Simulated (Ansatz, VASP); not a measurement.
Os in VASP and in Ansatz

Contents of POSCAR:

```
Os
1.0
    2.7393806551      0.0000000000      0.0000000000
   -1.3696903275      2.3723732379      0.0000000000
    0.0000000000      0.0000000000      4.3138178725
Os
2
Direct
    0.3333333333      0.6666666667      0.2500000000
    0.6666666667      0.3333333333      0.7500000000
```

File INCAR.step1:

```
SYSTEM = Os
ALGO     = Normal         ! electronic algorithm
EDIFF    = 1E-4           ! SCF threshold, eV
ENCUT    = 520            ! plane-wave cutoff, eV
GGA      = PE             ! functional
ISMEAR   = -1             ! smearing method
LASPH    = .True.         ! aspherical terms in the spheres
LCHARG   = .False.        ! write CHGCAR
LREAL    = .False.        ! projectors in reciprocal space
LWAVE    = .True.         ! write WAVECAR
NBANDS   = 15             ! bands
NELM     = 60             ! most SCF steps
PREC     = Accurate       ! precision mode
SIGMA    = 1.0            ! smearing width, eV
```

Contents of INCAR.step2:

```
SYSTEM = Os
ALGO     = Normal         ! electronic algorithm
EDIFF    = 1E-7           ! SCF threshold, eV
ENCUT    = 520            ! plane-wave cutoff, eV
ISIF     = 2              ! what is computed and relaxed
ISMEAR   = -1             ! smearing method
ISTART   = 1            
LASPH    = .True.         ! aspherical terms in the spheres
LCHARG   = .True.         ! write CHGCAR
LELF     = .True.         ! ELF
LMIXTAU  = .True.       
LREAL    = .False.        ! projectors in reciprocal space
LVHAR    = .True.       
LWAVE    = .False.        ! write WAVECAR
METAGGA  = R2SCAN         ! meta-GGA
NBANDS   = 15             ! bands
NELM     = 60             ! most SCF steps
PREC     = Accurate       ! precision mode
SIGMA    = 1.0            ! smearing width, eV
```

KPOINTS

```
k-points
0
Gamma
  13 13 7
  0 0 0
```

Input for Ansatz:

```yaml
crystal:
  lattice:
    - [2.7393806551, 0.0, 0.0]
    - [-1.3696903275, 2.3723732379, 0.0]
    - [0.0, 0.0, 4.3138178725]
  atoms:
    - { symbol: Os, position: [0.3333333333, 0.6666666667, 0.25] }
    - { symbol: Os, position: [0.6666666667, 0.3333333333, 0.75] }
hamiltonian:
  xc: r2scan
  pseudopotentials:
    kind: paw
    azcp:
      Os: "pseudopotentials/Os.paw.azcp"
basis:
  ecutwfc: 500
  fft_grid_basis: typed
kpoints:
  mp_grid: { grid: [13, 13, 7], shift: [0, 0, 0] }
magnetization:
  spin_polarized: false
scf:
  occupations: { method: fermi_dirac, width: 1.0 }
  lower_state_search: "off"
output:
  stress: true
  write_density: true
  write_potential: true
  elf: true
  volumetric_format: npy
```

Alike in both runs: task single point; functional r2SCAN; k mesh 13 × 13 × 7; occupations fermi-dirac, width 1 eV; no spin polarisation.

```csv
,VASP,Ansatz
version,VASP 6.6.1,Ansatz 0.2.0
potentials or method,"VASP PAW PBE potentials, release 64 (Os), cutoff 520 eV","plane waves (500 eV) with PAW, scalar-relativistic"
valence electrons in the cell,16,32
```

|  | VASP | Ansatz | Ansatz less VASP |
| --- | --- | --- | --- |
| pressure (GPa) | 25.1 | 23.3 | -1.79 |
| traceless stress, the component that is largest in VASP (GPa) | 5.79 | 5.75 | -0.034 |

VASP's potentials were made for PBE, not for r2SCAN. VASP's potentials hold 16 valence electrons a cell and Ansatz's 32, so a difference there can come from the potentials and not from the codes.

Spin-orbit coupling is off throughout.
